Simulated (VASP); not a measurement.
# CdS (P6_3mc) in VASP: notebook

CdS is run at these levels: PBE; tasks: single point.

All numbers are computed with VASP 6.6.1; they aren't measurements. Logs are shortened: lines on timing, memory, paths and dates and some standing lists are left out, and cuts for length are marked.

### Step 1. The cell of the first run

The structure is hexagonal, space group P6_3mc (No. 186). Conventional cell: a = 4.169 Å, b = 4.169 Å, c = 6.780 Å, α = 90.00°, β = 90.00°, γ = 120.00°. Cd (site symmetry 3m) has 4 S at 2.55 Å within 3.4 Å. Within 3.4 Å of S (site symmetry 3m) lie 4 Cd at 2.55 Å.

### Step 2. Single point, PBE

File INCAR:

```
SYSTEM = CdS
  PREC = Accurate
  ENCUT = 520
  EDIFF = 1E-6
  ISMEAR = 0
  SIGMA = 0.1
  LREAL = .FALSE.
  LASPH = .TRUE.
  NELM = 60
  ALGO = Normal
  ISIF = 2
  LWAVE = .FALSE.
  LCHARG = .FALSE.
  GGA = PE
  NBANDS = 26
```

File KPOINTS:

```
regular mesh
0
G
  6 6 4
  0 0 0
```

File POSCAR:

```
CdS
1.0
    4.1688381000      0.0000000000      0.0000000000
   -2.0844190500      3.6103197000      0.0000000000
    0.0000000000      0.0000000000      6.7796174100
Cd S
2 2
Direct
    0.6666666700      0.3333333300      0.5002243700
    0.3333333300      0.6666666700      0.0002243700
    0.6666666700      0.3333333300      0.8767756300
    0.3333333300      0.6666666700      0.3767756300
```

Potentials or basis: VASP PAW PBE potentials, release 64 (Cd, S).

Started as:

```
cat potpaw_PBE.64/Cd/POTCAR potpaw_PBE.64/S/POTCAR > POTCAR
mpirun -np 1 vasp_std > vasp.out
```

OUTCAR:

```text
SYSTEM = CdS
   PREC = Accurate
   ENCUT = 520
   EDIFF = 1E-6
   ISMEAR = 0
   LREAL = .FALSE.
   LASPH = .TRUE.
   NELM = 60
   ISIF = 2
   GGA = PE

 ion  position               nearest neighbor table
   1  0.667  0.333  0.500-   4 2.55   4 2.55   4 2.55   3 2.55
   2  0.333  0.667  0.000-   3 2.55   3 2.55   3 2.55   4 2.55
   3  0.667  0.333  0.877-   2 2.55   2 2.55   2 2.55   1 2.55
   4  0.333  0.667  0.377-   1 2.55   1 2.55   1 2.55   2 2.55

  LATTYP: Found a hexagonal cell.
 ALAT       =     4.1688381000
 C/A-ratio  =     1.6262606624

  Lattice vectors:

 A1 = (   4.1688381000,   0.0000000000,   0.0000000000)
 A2 = (  -2.0844190500,   3.6103197000,   0.0000000000)
 A3 = (   0.0000000000,   0.0000000000,   6.7796174100)

Analysis of symmetry for initial positions (statically):
=====================================================================
 Subroutine PRICEL returns:
 Original cell was already a primitive cell.

 Routine SETGRP: Setting up the symmetry group for a
 hexagonal supercell.

 Subroutine GETGRP returns: Found 12 space group operations
 (whereof  6 operations were pure point group operations)
 out of a pool of 24 trial point group operations.

The static configuration has the point symmetry C_3v.
 The point group associated with its full space group is C_6v.

Analysis of symmetry for dynamics (positions and initial velocities):
=====================================================================
 Subroutine PRICEL returns:
 Original cell was already a primitive cell.

 Routine SETGRP: Setting up the symmetry group for a
 hexagonal supercell.

 Subroutine GETGRP returns: Found 12 space group operations
 (whereof  6 operations were pure point group operations)
 out of a pool of 24 trial point group operations.

The dynamic configuration has the point symmetry C_3v.
 The point group associated with its full space group is C_6v.

 Subroutine INISYM returns: Found 12 space group operations
 (whereof  6 operations are pure point group operations),
 and found     1 'primitive' translations

----------------------------------------------------------------------------------------

                                     Primitive cell

  volume of cell :     102.0389

  direct lattice vectors                    reciprocal lattice vectors
     4.168838100  0.000000000  0.000000000     0.239874991  0.138491890  0.000000000
    -2.084419050  3.610319700  0.000000000     0.000000000  0.276983781  0.000000000
     0.000000000  0.000000000  6.779617410     0.000000000  0.000000000  0.147500949
[... 85 lines left out ...]
   LREAL  =      F    real-space projection
   EDIFFG = 0.1E-04   stopping-criterion for IOM
   NSW    =      0    number of steps for IOM
   IBRION =     -1    ionic relax: 0-MD 1-quasi-New 2-CG
   NFREE  =      0    steps in history (QN), initial steepest desc. (CG)
   ISIF   =      2    stress and relaxation
   ISYM   =      2    0-nonsym 1-usesym 2-fastsym
   POTIM  = 0.5000    time-step for ionic-motion
   TEBEG  =    0.0;   TEEND  =   0.0 temperature during run
   PSTRESS=    0.0 pullay stress
   NELECT =      36.0000    total number of electrons
   NUPDOWN=      -1.0000    fix difference up-down
   EMIN   =  10.00;   EMAX   =-10.00  energy-range for DOS
   EFERMI =   0.00;   METHOD = LEGACY
   ISMEAR =     0;   SIGMA  =   0.10  broadening in eV -4-tet -1-fermi 0-gaus
   EFERMI_NEDOS =   21; number of points for ismear=-14 and -15
   IALGO  =     38    algorithm
   IMIX   =      4    mixing-type and parameters
     AMIX     =   0.40;   BMIX     =  1.00
     AMIX_MAG =   1.60;   BMIX_MAG =  1.00
  volume/ion in A,a.u.               =      25.51       172.15
  Fermi-wavevector in a.u.,A,eV,Ry     =   1.156788  2.186012 18.206746  1.338158
  Thomas-Fermi vector in A             =   2.293405
   LORBIT       =      0    0 simple, 1 ext, 2 COOP (PROOUT), +10 PAW based schemes
   GGA     = PE    functional components
   LHFCALC =     F    Hartree Fock is set to
   AEXX    =    0.0000 exact exchange contribution
   IVDW    =     0    specifies the selected vdW correction
   LEPSILON=     F    determine dielectric tensor
   LRPA    =     F    only Hartree local field effects (RPA)
 non-spin polarized calculation
 Gauss-broadening in eV      SIGMA  =   0.10
  energy-cutoff  :      520.00
  volume of cell :      102.04
 maximum number of plane-waves:      2786
 NGX is ok and might be reduce to    32
   NGX = 15   NGY = 15   NGZ = 25

 number of electron      35.9999997 magnetization

 Free energy of the ion-electron system (eV)
  ---------------------------------------------------
  ext. energy  EPLUGINS =         0.00000000
  ---------------------------------------------------
  free energy    TOTEN  =       -12.28564022 eV

  energy without entropy =      -12.28564022  energy(sigma->0) =      -12.28564022

 E-fermi :   1.5495     XC(G=0):  -9.0133

 val. band max:        1.0782973884   @ k =   0.0000   0.0000   0.0000
 cond. band min:       2.2407480411   @ k =   0.0000   0.0000   0.0000
 fundamental gap:      1.1624506527
 Fermi energy:         1.5495288697

 k-point     1 :       0.0000    0.0000    0.0000
  band No.  band energies     occupation
      1     -11.1269      2.00000
      2     -10.7202      2.00000
      3      -6.5344      2.00000
      4      -6.5275      2.00000
      5      -6.5275      2.00000
      6      -6.4487      2.00000
[... 598 lines left out ...]
     25      10.4083      0.00000
     26      10.4083      0.00000

------------------------ aborting loop because EDIFF is reached ----------------------------------------

  FORCE on cell =-STRESS in cart. coord.  units (eV):
  Direction    XX          YY          ZZ          XY          YZ          ZX
  --------------------------------------------------------------------------------------
  -------------------------------------------------------------------------------------
  Total        0.9182656      0.9182656      0.9490252      0.0000000      0.0000000      0.0000000
  in kB       14.4182662     14.4182662     14.9012410      0.0000000      0.0000000      0.0000000
  external PRESSURE =      14.5792578 kB  Pullay stress =       0.0000000 kB

 VOLUME and BASIS-vectors are now :
 -----------------------------------------------------------------------------
  energy-cutoff  :      520.00
  volume of cell :      102.04
      direct lattice vectors                 reciprocal lattice vectors
     4.168838100  0.000000000  0.000000000     0.239874991  0.138491890  0.000000000
    -2.084419050  3.610319700  0.000000000     0.000000000  0.276983781  0.000000000
     0.000000000  0.000000000  6.779617410     0.000000000  0.000000000  0.147500949

 POSITION                                       TOTAL-FORCE (eV/Angst)
 -----------------------------------------------------------------------------------
      2.08442      1.20344      3.39133         0.000000     -0.000000     -0.002500
     -0.00000      2.40688      0.00152        -0.000000      0.000000     -0.002500
      2.08442      1.20344      5.94420         0.000000     -0.000000      0.002500
     -0.00000      2.40688      2.55439        -0.000000      0.000000      0.002500
 -----------------------------------------------------------------------------------
    total drift:                               -0.000015      0.000009     -0.000467

  FREE ENERGIE OF THE ION-ELECTRON SYSTEM (eV)
  ---------------------------------------------------
  free  energy   TOTEN  =       -12.2856402196 eV

  energy  without entropy=      -12.2856402196  energy(sigma->0) =      -12.28564022
```

OSZICAR:

```text
N       E                     dE             d eps       ncg     rms          rms(c)
DAV:   1     0.245948832780E+03    0.24595E+03   -0.17497E+04  1092   0.126E+03
DAV:   2     0.494254037769E+00   -0.24545E+03   -0.23650E+03  1182   0.319E+02
DAV:   3    -0.132350327958E+02   -0.13729E+02   -0.13645E+02  1342   0.744E+01
DAV:   4    -0.133779231320E+02   -0.14289E+00   -0.14278E+00  1236   0.736E+00
DAV:   5    -0.133801239523E+02   -0.22008E-02   -0.22007E-02  1308   0.912E-01    0.108E+01
DAV:   6    -0.123078636240E+02    0.10723E+01   -0.19225E+00  1440   0.140E+01    0.861E+00
DAV:   7    -0.122887480421E+02    0.19116E-01   -0.70092E-01  1156   0.445E+00    0.397E+00
DAV:   8    -0.122865340284E+02    0.22140E-02   -0.80815E-02  1198   0.280E+00    0.512E-01
DAV:   9    -0.122852399447E+02    0.12941E-02   -0.13808E-02  1204   0.144E+00    0.145E-01
DAV:  10    -0.122854834184E+02   -0.24347E-03   -0.11857E-03  1172   0.335E-01    0.117E-01
DAV:  11    -0.122856436776E+02   -0.16026E-03   -0.28165E-04  1240   0.116E-01    0.825E-02
DAV:  12    -0.122856374490E+02    0.62286E-05   -0.14221E-04  1142   0.892E-02    0.148E-02
DAV:  13    -0.122856394339E+02   -0.19849E-05   -0.18127E-05  1278   0.271E-02    0.753E-03
DAV:  14    -0.122856402196E+02   -0.78565E-06   -0.23806E-06   972   0.134E-02
   1 F= -.12285640E+02 E0= -.12285640E+02  d E =-.179669E-12
```

Wall time 21 s (1 thread of Intel Xeon 6975P-C (Granite Rapids), shared host); peak memory 0.23 GiB.

What came out:

* Free energy: -12.2856 eV
* Pressure: 1.5 GPa
* Band gap on the k mesh: 1.16 eV, direct

Forces on the atoms (eV/Å):
```
Cd   0.000  0.000 -0.003
Cd   0.000  0.000 -0.003
S    0.000  0.000  0.003
S    0.000  0.000  0.003
```

### Step 3. Single point, PBE

This run uses another cell than the first one, of 26.05 Å³/atom, 1.021 times its volume.

File INCAR:

```
PREC = Accurate
ENCUT = 520
EDIFF = 1E-6
ISMEAR = 0
SIGMA = 0.02
LREAL = False
LASPH = True
NELM = 100
ALGO = Normal
ISIF = 2
LWAVE = False
LCHARG = False
GGA = PE
NBANDS = 26
```

File KPOINTS:

```
regular mesh
0
Gamma
  6 6 4
```

File POSCAR:

```
CdS
1.0
    4.1973182999      0.0000000000      0.0000000000
   -2.0986591499      3.6349842754      0.0000000000
    0.0000000000      0.0000000000      6.8307328223
Cd S
2 2
Direct
    0.6666666667      0.3333333333      0.5002556786
    0.3333333333      0.6666666667      0.0002556786
    0.6666666667      0.3333333333      0.8767443214
    0.3333333333      0.6666666667      0.3767443214
```

Potentials or basis: VASP PAW PBE potentials, release 64 (Cd, S).

Started as:

```
cat potpaw_PBE.64/Cd/POTCAR potpaw_PBE.64/S/POTCAR > POTCAR
mpirun -np 1 vasp_std > vasp.out
```

OUTCAR:

```text
PREC = Accurate
   ENCUT = 520
   EDIFF = 1E-6
   ISMEAR = 0
   LREAL = False
   LASPH = True
   NELM = 100
   ISIF = 2
   GGA = PE

 ion  position               nearest neighbor table
   1  0.667  0.333  0.500-   4 2.57   4 2.57   4 2.57   3 2.57
   2  0.333  0.667  0.000-   3 2.57   3 2.57   3 2.57   4 2.57
   3  0.667  0.333  0.877-   2 2.57   2 2.57   2 2.57   1 2.57
   4  0.333  0.667  0.377-   1 2.57   1 2.57   1 2.57   2 2.57

  LATTYP: Found a hexagonal cell.
[... 804 lines left out ...]
  FORCE on cell =-STRESS in cart. coord.  units (eV):
  Direction    XX          YY          ZZ          XY          YZ          ZX
  --------------------------------------------------------------------------------------
  -------------------------------------------------------------------------------------
  Total        0.1654723      0.1654723      0.1617814      0.0000000      0.0000000      0.0000000
  in kB        2.5438661      2.5438661      2.4871243      0.0000000      0.0000000      0.0000000
  external PRESSURE =       2.5249522 kB  Pullay stress =       0.0000000 kB

 VOLUME and BASIS-vectors are now :
 -----------------------------------------------------------------------------
  energy-cutoff  :      520.00
  volume of cell :      104.22
      direct lattice vectors                 reciprocal lattice vectors
     4.197318300  0.000000000  0.000000000     0.238247359  0.137552177  0.000000000
    -2.098659150  3.634984275  0.000000000     0.000000000  0.275104354  0.000000000
     0.000000000  0.000000000  6.830732822     0.000000000  0.000000000  0.146397177

 POSITION                                       TOTAL-FORCE (eV/Angst)
 -----------------------------------------------------------------------------------
      2.09866      1.21166      3.41711         0.000000     -0.000000     -0.000676
     -0.00000      2.42332      0.00175        -0.000000     -0.000000     -0.000676
      2.09866      1.21166      5.98881         0.000000     -0.000000      0.000676
     -0.00000      2.42332      2.57344        -0.000000      0.000000      0.000676
 -----------------------------------------------------------------------------------
    total drift:                               -0.000000     -0.000000     -0.000267

  FREE ENERGIE OF THE ION-ELECTRON SYSTEM (eV)
  ---------------------------------------------------
  free  energy   TOTEN  =       -12.2975145448 eV

  energy  without entropy=      -12.2975145448  energy(sigma->0) =      -12.29751454
```

It took 20 s on 1 thread of Intel Xeon 6975P-C (Granite Rapids), shared host; peak memory 0.23 GiB.

What came out:

```
Free energy            : -12.2975 eV
Pressure               : 0.3 GPa
Band gap on the k mesh : 1.11 eV, direct
```

Levels at points of the mesh, in eV from the valence-band top:
| k point | band 14 | band 15 | band 16 | band 17 | band 18 | band 19 | band 20 | band 21 | band 22 | band 23 |
| --- | --- | --- | --- | --- | --- | --- | --- | --- | --- | --- |
| (0.00, 0.00, 0.00) | -0.69 | -0.69 | -0.04 | 0.00 | 0.00 | 1.11 | 2.74 | 6.48 | 6.48 | 6.78 |
| (0.50, 0.00, 0.00) | -3.34 | -2.45 | -1.72 | -1.19 | -0.69 | 3.62 | 3.88 | 5.12 | 6.25 | 7.03 |
| (0.00, 0.00, 0.50) | -2.36 | -0.36 | -0.36 | -0.36 | -0.36 | 2.76 | 2.76 | 6.14 | 6.14 | 6.83 |
| (0.50, 0.00, 0.50) | -3.91 | -1.24 | -1.24 | -1.23 | -1.23 | 3.45 | 3.45 | 5.35 | 5.35 | 7.80 |

Expect the measured gap to be larger: semilocal functionals such as PBE lack the derivative discontinuity.

### Step 4. Single point, PBE

This run uses another cell than the first one, of 26.05 Å³/atom, 1.021 times its volume.

File INCAR:

```
SYSTEM = CdS
PREC     = Accurate       ! precision mode
ENCUT    = 520            ! plane-wave cutoff, eV
EDIFF    = 1E-6           ! SCF threshold, eV
ISMEAR   = 0              ! smearing method
SIGMA    = 0.02           ! smearing width, eV
LREAL    = .FALSE.        ! projectors in reciprocal space
LASPH    = .TRUE.         ! aspherical terms in the spheres
NELM     = 60             ! most SCF steps
ALGO     = Normal         ! electronic algorithm
ISIF     = 2              ! what is computed and relaxed
LWAVE    = .FALSE.        ! write WAVECAR
LCHARG   = .FALSE.        ! write CHGCAR
GGA      = PE             ! functional
NBANDS   = 26             ! bands
```

File KPOINTS:

```
regular mesh
0
G
  6 6 4
  0 0 0
```

POSCAR is that of step 3.

Potentials or basis: VASP PAW PBE potentials, release 64 (Cd, S).

Started as:

```
cat potpaw_PBE.64/Cd/POTCAR potpaw_PBE.64/S/POTCAR > POTCAR
mpirun -np 1 vasp_std > vasp.out
```

OUTCAR:

```text
SYSTEM = CdS
   PREC = Accurate
   ENCUT = 520
   EDIFF = 1E-6
   ISMEAR = 0
   LREAL = .FALSE.
   LASPH = .TRUE.
   NELM = 60
   ISIF = 2
   GGA = PE

 ion  position               nearest neighbor table
   1  0.667  0.333  0.500-   4 2.57   4 2.57   4 2.57   3 2.57
   2  0.333  0.667  0.000-   3 2.57   3 2.57   3 2.57   4 2.57
   3  0.667  0.333  0.877-   2 2.57   2 2.57   2 2.57   1 2.57
   4  0.333  0.667  0.377-   1 2.57   1 2.57   1 2.57   2 2.57

  LATTYP: Found a hexagonal cell.
 ALAT       =     4.1973182999
 C/A-ratio  =     1.6274040552
[... 803 lines left out ...]
  Direction    XX          YY          ZZ          XY          YZ          ZX
  --------------------------------------------------------------------------------------
  -------------------------------------------------------------------------------------
  Total        0.1654723      0.1654723      0.1617814      0.0000000      0.0000000      0.0000000
  in kB        2.5438661      2.5438661      2.4871243      0.0000000      0.0000000      0.0000000
  external PRESSURE =       2.5249522 kB  Pullay stress =       0.0000000 kB

 VOLUME and BASIS-vectors are now :
 -----------------------------------------------------------------------------
  energy-cutoff  :      520.00
  volume of cell :      104.22
      direct lattice vectors                 reciprocal lattice vectors
     4.197318300  0.000000000  0.000000000     0.238247359  0.137552177  0.000000000
    -2.098659150  3.634984275  0.000000000     0.000000000  0.275104354  0.000000000
     0.000000000  0.000000000  6.830732822     0.000000000  0.000000000  0.146397177

 POSITION                                       TOTAL-FORCE (eV/Angst)
 -----------------------------------------------------------------------------------
      2.09866      1.21166      3.41711         0.000000     -0.000000     -0.000676
     -0.00000      2.42332      0.00175        -0.000000     -0.000000     -0.000676
      2.09866      1.21166      5.98881         0.000000     -0.000000      0.000676
     -0.00000      2.42332      2.57344        -0.000000      0.000000      0.000676
 -----------------------------------------------------------------------------------
    total drift:                               -0.000000     -0.000000     -0.000267

  FREE ENERGIE OF THE ION-ELECTRON SYSTEM (eV)
  ---------------------------------------------------
  free  energy   TOTEN  =       -12.2975145448 eV

  energy  without entropy=      -12.2975145448  energy(sigma->0) =      -12.29751454
```

OSZICAR:

```text
N       E                     dE             d eps       ncg     rms          rms(c)
DAV:   1     0.250517719011E+03    0.25052E+03   -0.17772E+04  1092   0.127E+03
DAV:   2     0.660229092246E+00   -0.24986E+03   -0.24127E+03  1198   0.320E+02
DAV:   3    -0.132495084885E+02   -0.13910E+02   -0.13817E+02  1270   0.751E+01
DAV:   4    -0.133986074818E+02   -0.14910E+00   -0.14896E+00  1228   0.744E+00
DAV:   5    -0.134008874126E+02   -0.22799E-02   -0.22798E-02  1286   0.922E-01    0.103E+01
DAV:   6    -0.123185093345E+02    0.10824E+01   -0.19497E+00  1426   0.138E+01    0.831E+00
DAV:   7    -0.122997755349E+02    0.18734E-01   -0.66580E-01  1150   0.433E+00    0.396E+00
DAV:   8    -0.122984561367E+02    0.13194E-02   -0.73349E-02  1180   0.264E+00    0.472E-01
DAV:   9    -0.122970528980E+02    0.14032E-02   -0.13082E-02  1218   0.136E+00    0.133E-01
DAV:  10    -0.122973550385E+02   -0.30214E-03   -0.11638E-03  1182   0.314E-01    0.119E-01
DAV:  11    -0.122975189353E+02   -0.16390E-03   -0.25742E-04  1222   0.108E-01    0.799E-02
DAV:  12    -0.122975131311E+02    0.58043E-05   -0.12849E-04  1144   0.795E-02    0.150E-02
DAV:  13    -0.122975136680E+02   -0.53695E-06   -0.16377E-05  1270   0.263E-02    0.897E-03
DAV:  14    -0.122975145448E+02   -0.87680E-06   -0.22037E-06   964   0.119E-02
   1 F= -.12297515E+02 E0= -.12297515E+02  d E =-.300358E-27
```

Run time: 22 s. Hardware: 1 thread of Intel Xeon 6975P-C (Granite Rapids), shared host; peak memory 0.23 GiB.

What came out:

| Item | Value |
| --- | --- |
| Free energy | -12.2975 eV |
| Pressure | 0.3 GPa |
| Band gap on the k mesh | 1.11 eV, direct |

Levels at points of the mesh, in eV from the valence-band top:
```tsv
k point	band 16	band 17	band 18	band 19	band 20	band 21
(0.00, 0.00, 0.00)	-0.04	0.00	0.00	1.11	2.74	6.48
(0.50, 0.00, 0.00)	-1.72	-1.19	-0.69	3.62	3.88	5.12
(0.00, 0.00, 0.50)	-0.36	-0.36	-0.36	2.76	2.76	6.14
(0.50, 0.00, 0.50)	-1.24	-1.23	-1.23	3.45	3.45	5.35
```

PBE gaps usually lie below the measured ones, often by a third to a half.
